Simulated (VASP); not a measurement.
Here is a VASP 6.6.1 calculation.

Contents of INCAR:

```
SYSTEM = Sc2Al
ALGO = Fast
EDIFF = 1E-6
ENCUT = 520
GGA = PS
ISIF = 2
ISMEAR = 0
LASPH = .TRUE.
LCHARG = .FALSE.
LREAL = .FALSE.
LWAVE = .FALSE.
NBANDS = 34
NELM = 100
PREC = Accurate
SIGMA = 0.02
```

Contents of KPOINTS:

```
k-points
0
G
  12 12 6
  0 0 0
```

The input POSCAR:

```
Sc2Al
1.0
    4.8926114005      0.0000000000      0.0000000000
   -2.4463057002      4.2371257637      0.0000000000
    0.0000000000      0.0000000000      6.1614205700
Sc Al
4 2
Direct
    0.0000000000      0.0000000000      0.0000000000
    0.0000000000      0.0000000000      0.5000000000
    0.3333333333      0.6666666667      0.7500000000
    0.6666666667      0.3333333333      0.2500000000
    0.3333333333      0.6666666667      0.2500000000
    0.6666666667      0.3333333333      0.7500000000
```

Potentials or basis: VASP PAW PBE potentials, release 64 (Sc_sv, Al).

Command:

```sh
$ cat potpaw_PBE.64/Sc_sv/POTCAR potpaw_PBE.64/Al/POTCAR > POTCAR
$ mpirun -np 1 vasp_std > vasp.out
```

Task: Estimate the band gap on the k mesh.

Result: Zero (bands 25 and 26 overlap by 0.72 eV).

Task: What does it give for the pressure?

Result: -2.0 GPa.

Stress tensor (GPa, compression positive):
```
-1.85  0.00  0.00
 0.00 -1.85  0.00
 0.00  0.00 -2.28
```

Caveat: the PAW data sets were made with another functional, which shifts forces and pressure a little.
